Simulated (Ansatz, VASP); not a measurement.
This is a calculation of AlNi for VASP 6.6.1.

The input INCAR:

```
SYSTEM = AlNi
PREC = Accurate
ENCUT = 600
EDIFF = 1E-7
ISMEAR = -1
SIGMA = 0.05
LREAL = .False.
LASPH = .True.
NELM = 200
ALGO = Normal
ISIF = 3
LWAVE = .False.
LCHARG = .False.
ISPIN = 2
MAGMOM = 1 0
LORBIT = 11
LMAXMIX = 4
GGA = RP
IVDW = 13
IBRION = 2
NSW = 60
EDIFFG = -0.01
GGA_COMPAT = .False.
NELMIN = 4
```

The input KPOINTS:

```
Automatic mesh
0
Gamma
  9 9 9
  0 0 0
```

File POSCAR:

```
AlNi
1.0
    2.8810000000      0.0000000000      0.0000000000
    0.0000000000      2.8810000000      0.0000000000
    0.0000000000      0.0000000000      2.8810000000
Ni Al
1 1
Direct
    0.5000000000      0.5000000000      0.5000000000
    0.0000000000      0.0000000000      0.0000000000
```

Potentials or basis: VASP PAW PBE potentials, release 64 (Ni, Al).

Run with:

```sh
$ cat potpaw_PBE.64/Ni/POTCAR potpaw_PBE.64/Al/POTCAR > POTCAR
$ mpirun -np 1 vasp_std > vasp.out
```

**Question.** Set up the same calculation for Ansatz 0.2.0. Potentials there: Ansatz PAW.

**Answer.** As run (the cutoff follows the program's own potentials):

Contents of input.yaml:

```yaml
crystal:
  lattice:
    - [2.881, 0.0, 0.0]
    - [0.0, 2.881, 0.0]
    - [0.0, 0.0, 2.881]
  atoms:
    - { symbol: Ni, position: [0.5, 0.5, 0.5], spin: 1.0 }
    - { symbol: Al, position: [0.0, 0.0, 0.0] }
hamiltonian:
  xc: rpbe
  pseudopotentials: { kind: paw }
  dispersion: d4
magnetization:
  spin_polarized: true
kpoints:
  mp_grid: { grid: [9, 9, 9] }
scf:
  occupations: { method: fermi_dirac, width: 0.05 }
output:
  forces: true
  stress: true
relax:
  f_tol: 0.01
  max_steps: 40
  cell: { stress_tol: 0.05 }
```

Potentials or basis: Ansatz PAW.

Run with:

```console
$ ansatz run input.yaml --threads 2 --pin off --max-ram 5632MiB --backend cpu --events-out ev --progress --plain --runs-dir out
```

Both were run:

|  | VASP | Ansatz | Ansatz less VASP |
| --- | --- | --- | --- |
| net moment per atom (μB) | 0.00 | 0.00 | 0.000 |
| relaxed volume (Å³/atom) | 11.58 | 11.59 | +0.012 |
| relaxed cell length with the largest relative difference (Å) | 2.851 | 2.852 | +0.0010 |

VASP's potentials were made for PBE, not for RPBE. VASP's potentials hold 13 valence electrons a cell and Ansatz's 21, so a difference there can come from the potentials and not from the codes.

Noted on Ansatz's run: the plane-wave basis is chosen anew once the cell has moved, so the energies of steps on either side of that aren't comparable.
